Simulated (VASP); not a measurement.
# P (Fm-3m) in VASP: a series of runs

P is run at these levels: LDA; tasks: density of states.

Everything below comes from runs of VASP 6.6.1. Logs are shortened: lines on timing, memory, paths and dates and some standing lists are left out, and cuts for length are marked.

### 1 The cell of the first run

It takes space group Fm-3m (No. 225, cubic). The conventional cell has a = 2.921 Å, b = 2.921 Å, c = 2.921 Å, α = 90.00°, β = 90.00°, γ = 90.00°. P (site symmetry m-3m) has 12 P at 2.07 Å within 2.7 Å.

### 2 Density of states, LDA (volume scaled by 0.45)

The input, POSCAR:

```
P
1.0
    0.0000000000      1.4606113894      1.4606113894
    1.4606113894      0.0000000000      1.4606113894
    1.4606113894      1.4606113894      0.0000000000
P
1
Direct
    0.0000000000      0.0000000000      0.0000000000
```

The input, INCAR.step1:

```
  PREC = Accurate
  ENCUT = 520
  EDIFF = 1E-6
  ISMEAR = -1
  SIGMA = 0.1
  LREAL = F
  LASPH = T
  NELM = 60
  ALGO = Normal
  ISIF = 2
  LWAVE = F
  LCHARG = T
  GGA = CA
  NBANDS = 8
```

The input, KPOINTS.step1:

```
Automatic mesh
0
Gamma
  17 17 17
```

The input, INCAR.step2:

```
  PREC = Accurate
  ENCUT = 520
  EDIFF = 1E-6
  ISMEAR = -5
  SIGMA = 0.1
  LREAL = F
  LASPH = T
  NELM = 60
  ALGO = Normal
  ISIF = 2
  LWAVE = F
  LCHARG = F
  GGA = CA
  LORBIT = 11
  NBANDS = 8
  NEDOS = 1001
  ICHARG = 11
```

The input, KPOINTS.step2:

```
Automatic mesh
0
Gamma
  26 26 26
```

Potentials or basis: VASP PAW LDA potentials, release 64 (P).

Run with:

```console
cat potpaw_LDA.64/P/POTCAR > POTCAR
cp INCAR.step1 INCAR
cp KPOINTS.step1 KPOINTS
mpirun -np 1 vasp_std > vasp.out
cp INCAR.step2 INCAR
cp KPOINTS.step2 KPOINTS
mpirun -np 1 vasp_std > vasp.out
```

OUTCAR:

```text
PREC = Accurate
   ENCUT = 520
   EDIFF = 1E-6
   ISMEAR = -5
   LREAL = F
   LASPH = T
   NELM = 60
   ISIF = 2
   GGA = CA
   LORBIT = 11
   ICHARG = 11

 ion  position               nearest neighbor table
   1  0.000  0.000  0.000-

  LATTYP: Found a face centered cubic cell.
 ALAT       =     2.9212227788

  Lattice vectors:

 A1 = (   0.0000000000,   1.4606113894,   1.4606113894)
 A2 = (   1.4606113894,   0.0000000000,   1.4606113894)
 A3 = (   1.4606113894,   1.4606113894,   0.0000000000)

Analysis of symmetry for initial positions (statically):
=====================================================================
 Subroutine PRICEL returns:
 Original cell was already a primitive cell.

 Routine SETGRP: Setting up the symmetry group for a
 face centered cubic supercell.

 Subroutine GETGRP returns: Found 48 space group operations
 (whereof 48 operations were pure point group operations)
 out of a pool of 48 trial point group operations.

The static configuration has the point symmetry O_h .

Analysis of symmetry for dynamics (positions and initial velocities):
=====================================================================
 Subroutine PRICEL returns:
 Original cell was already a primitive cell.

 Routine SETGRP: Setting up the symmetry group for a
 face centered cubic supercell.

 Subroutine GETGRP returns: Found 48 space group operations
 (whereof 48 operations were pure point group operations)
 out of a pool of 48 trial point group operations.

The dynamic configuration has the point symmetry O_h .

 Subroutine INISYM returns: Found 48 space group operations
 (whereof 48 operations are pure point group operations),
 and found     1 'primitive' translations

----------------------------------------------------------------------------------------

                                     Primitive cell

  volume of cell :       6.2321

  direct lattice vectors                    reciprocal lattice vectors
     0.000000000  1.460611389  1.460611389    -0.342322403  0.342322403  0.342322403
     1.460611389  0.000000000  1.460611389     0.342322403 -0.342322403  0.342322403
     1.460611389  1.460611389  0.000000000     0.342322403  0.342322403 -0.342322403

  length of vectors
     2.065616436  2.065616436  2.065616436     0.592919794  0.592919794  0.592919794

  position of ions in fractional coordinates (direct lattice)
     0.000000000  0.000000000  0.000000000

  ion indices of the primitive-cell ions
   primitive index   ion index
                 1           1

----------------------------------------------------------------------------------------

 KPOINTS: Automatic mesh

Automatic generation of k-mesh.
 Grid dimensions read from file:
 generate k-points for:   26   26   26

 Generating k-lattice:

  Cartesian coordinates                     Fractional coordinates (reciprocal lattice)
    -0.013166246  0.013166246  0.013166246     0.038461538  0.000000000  0.000000000
     0.013166246 -0.013166246  0.013166246     0.000000000  0.038461538  0.000000000
     0.013166246  0.013166246 -0.013166246     0.000000000  0.000000000  0.038461538

  Length of vectors
     0.022804607  0.022804607  0.022804607

  Shift w.r.t. Gamma in fractional coordinates (k-lattice)
     0.000000000  0.000000000  0.000000000

 TETIRR: Found   2360 inequivalent tetrahedra from   105456

 Subroutine IBZKPT returns following result:
 ===========================================

 Found    511 irreducible k-points:

 Following reciprocal coordinates:
            Coordinates               Weight
  0.000000  0.000000  0.000000      1.000000
  0.038462  0.000000  0.000000      8.000000
  0.076923  0.000000  0.000000      8.000000
  0.115385  0.000000  0.000000      8.000000
  0.153846  0.000000  0.000000      8.000000
  0.192308  0.000000  0.000000      8.000000
[... 16 lines left out ...]
  0.346154  0.038462  0.000000     24.000000
  0.384615  0.038462  0.000000     24.000000
 [... further k-points ...]
   k-points           NKPTS =    511   k-points in BZ     NKDIM =    511   number of bands    NBANDS=      8
   number of dos      NEDOS =   1001   number of ions     NIONS =      1
   total plane-waves  NPLWV =   4096
   dimension x,y,z NGX =    16 NGY =   16 NGZ =   16
   dimension x,y,z NGXF=    32 NGYF=   32 NGZF=   32
   ions per type =               1
   NGX,Y,Z   is equivalent  to a cutoff of  12.88, 12.88, 12.88 a.u.
   NGXF,Y,Z  is equivalent  to a cutoff of  25.75, 25.75, 25.75 a.u.
 SYSTEM =  unknown system
   PREC   = accura    normal or accurate (medium, high low for compatibility)
   ISTART =      0    job   : 0-new  1-cont  2-samecut
   ICHARG =     11    charge: 1-file 2-atom 10-const
   ISPIN  =      1    spin polarized calculation?
   LNONCOLLINEAR =      F non collinear calculations
   LSORBIT =      F    spin-orbit coupling
   LASPH  =      T    aspherical Exc in radial PAW
   ENCUT  =  520.0 eV  38.22 Ry    6.18 a.u.   3.84  3.84  3.84*2*pi/ulx,y,z
   NELM   =     60;   NELMIN=  2; NELMDL=  0     # of ELM steps
   EDIFF  = 0.1E-05   stopping-criterion for ELM
   LREAL  =      F    real-space projection
   EDIFFG = 0.1E-04   stopping-criterion for IOM
   NSW    =      0    number of steps for IOM
   IBRION =     -1    ionic relax: 0-MD 1-quasi-New 2-CG
   NFREE  =      0    steps in history (QN), initial steepest desc. (CG)
   ISIF   =      2    stress and relaxation
   ISYM   =      2    0-nonsym 1-usesym 2-fastsym
   POTIM  = 0.5000    time-step for ionic-motion
   TEBEG  =    0.0;   TEEND  =   0.0 temperature during run
   PSTRESS=    0.0 pullay stress
   NELECT =       5.0000    total number of electrons
   NUPDOWN=      -1.0000    fix difference up-down
   EMIN   =  10.00;   EMAX   =-10.00  energy-range for DOS
   EFERMI =   0.00;   METHOD = LEGACY
   ISMEAR =    -5;   SIGMA  =   0.10  broadening in eV -4-tet -1-fermi 0-gaus
   EFERMI_NEDOS =   21; number of points for ismear=-14 and -15
   IALGO  =     38    algorithm
   IMIX   =      4    mixing-type and parameters
     AMIX     =   0.40;   BMIX     =  1.00
     AMIX_MAG =   1.60;   BMIX_MAG =  1.00
  volume/ion in A,a.u.               =       6.23        42.06
  Fermi-wavevector in a.u.,A,eV,Ry     =   1.521202  2.874654 31.484627  2.314055
  Thomas-Fermi vector in A             =   2.629949
   LORBIT       =     11    0 simple, 1 ext, 2 COOP (PROOUT), +10 PAW based schemes
   GGA     = CA    functional components
   LHFCALC =     F    Hartree Fock is set to
   AEXX    =    0.0000 exact exchange contribution
   IVDW    =     0    specifies the selected vdW correction
   LEPSILON=     F    determine dielectric tensor
   LRPA    =     F    only Hartree local field effects (RPA)
 non-spin polarized calculation
 Fermi weights with tetrahedron method with Bloechl corrections
  energy-cutoff  :      520.00
  volume of cell :        6.23
 maximum number of plane-waves:       178

 number of electron       4.9999999 magnetization

 Free energy of the ion-electron system (eV)
  ---------------------------------------------------
  ext. energy  EPLUGINS =         0.00000000
  ---------------------------------------------------
  free energy    TOTEN  =        -0.57758435 eV

  energy without entropy =       -0.57758435  energy(sigma->0) =       -0.57758435

 E-fermi :  26.8716     XC(G=0): -15.4958

 val. band max:       27.1644503228   @ k =   0.4231   0.4231   0.0000
 cond. band min:      26.6973385740   @ k =  -0.1923   0.2308   0.0385
 fundamental gap:     -0.4671117488
 Fermi energy:        26.8716241363

 k-point     1 :       0.0000    0.0000    0.0000
  band No.  band energies     occupation
      1      -1.6092      2.00000
      2      40.2513      0.00000
      3      40.2513      0.00000
      4      40.2513      0.00000
      5      45.3440      0.00000
      6      45.3440      0.00000
      7      45.3440      0.00000
      8      49.0669      0.00000

 k-point     2 :       0.0385    0.0000    0.0000
  band No.  band energies     occupation
      1      -1.5359      2.00000
      2      39.0407      0.00000
      3      40.1062      0.00000
      4      40.1062      0.00000
      5      45.6086      0.00000
      6      45.6086      0.00000
      7      45.8503      0.00000
      8      49.7846      0.00000

 k-point     3 :       0.0769    0.0000    0.0000
  band No.  band energies     occupation
      1      -1.3160      2.00000
      2      36.6246      0.00000
      3      39.7469      0.00000
      4      39.7469      0.00000
      5      46.2573      0.00000
      6      46.3214      0.00000
      7      46.3214      0.00000
      8      51.5100      0.00000

 k-point     4 :       0.1154    0.0000    0.0000
  band No.  band energies     occupation
      1      -0.9502      2.00000
      2      33.9291      0.00000
      3      39.3048      0.00000
      4      39.3048      0.00000
      5      46.2937      0.00000
      6      47.3171      0.00000
      7      47.3171      0.00000
      8      50.2527      0.00000

 k-point     5 :       0.1538    0.0000    0.0000
  band No.  band energies     occupation
      1      -0.4396      2.00000
      2      31.1960      0.00000
      3      38.8700      0.00000
      4      38.8700      0.00000
      5      46.1858      0.00000
      6      48.0721      0.00000
      7      48.0721      0.00000
      8      49.3682      0.00000
[... 177 lines left out ...]
 k-point    22 :       0.3077    0.0385    0.0000
  band No.  band energies     occupation
      1       2.7080      2.00000
      2      21.7808      2.00000
      3      36.5599      0.00000
      4      38.5767      0.00000
      5      42.0697      0.00000
      6      45.2459      0.00000
      7      46.5684      0.00000
      8      52.6647      0.00000

 k-point    23 :       0.3462    0.0385    0.0000
  band No.  band energies     occupation
      1       3.8683      2.00000
      2      19.4317      2.00000
      3      36.5139      0.00000
      4      38.4581      0.00000
      5      41.0727      0.00000
      6      44.1769      0.00000
      7      46.6391      0.00000
      8      51.9948      0.00000

 k-point    24 :       0.3846    0.0385    0.0000
  band No.  band energies     occupation
      1       5.1583      2.00000
      2      17.1969      2.00000
      3      36.5773      0.00000
      4      38.3256      0.00000
      5      40.3136      0.00000
      6      43.2188      0.00000
      7      46.8047      0.00000
      8      51.0356      0.00000

 [... further k-points ...]
[... 5 lines left out ...]
  --------------------------------------------------------------------------------------
  -------------------------------------------------------------------------------------
  Total       14.6966009     14.6966009     14.6966009     -0.0000000      0.0000000     -0.0000000
  in kB     3778.2738999   3778.2738999   3778.2738999     -0.0000000      0.0000000     -0.0000000
  external PRESSURE =    3778.2738999 kB  Pullay stress =       0.0000000 kB

 VOLUME and BASIS-vectors are now :
 -----------------------------------------------------------------------------
  energy-cutoff  :      520.00
  volume of cell :        6.23
      direct lattice vectors                 reciprocal lattice vectors
     0.000000000  1.460611389  1.460611389    -0.342322403  0.342322403  0.342322403
     1.460611389  0.000000000  1.460611389     0.342322403 -0.342322403  0.342322403
     1.460611389  1.460611389  0.000000000     0.342322403  0.342322403 -0.342322403

 POSITION                                       TOTAL-FORCE (eV/Angst)
 -----------------------------------------------------------------------------------
      0.00000      0.00000      0.00000        -0.000000     -0.000000      0.000000
 -----------------------------------------------------------------------------------
    total drift:                               -0.000000      0.000000     -0.000000

  FREE ENERGIE OF THE ION-ELECTRON SYSTEM (eV)
  ---------------------------------------------------
  free  energy   TOTEN  =        -0.5775843534 eV

  energy  without entropy=       -0.5775843534  energy(sigma->0) =       -0.57758435

 total charge

# of ion       s       p       d       tot
------------------------------------------
    1        1.088   1.726   0.000   2.814
```

It took 14 s on 1 thread of AMD EPYC 7R13 (Zen 3), shared host; peak memory 0.1 GiB.

What came out:

| Item | Value |
| --- | --- |
| Valence electrons inside the program's atomic spheres | P 2.81 |

Caveat: tetrahedron occupations give inexact forces and stress in metals.

[end of part 1 of 2]
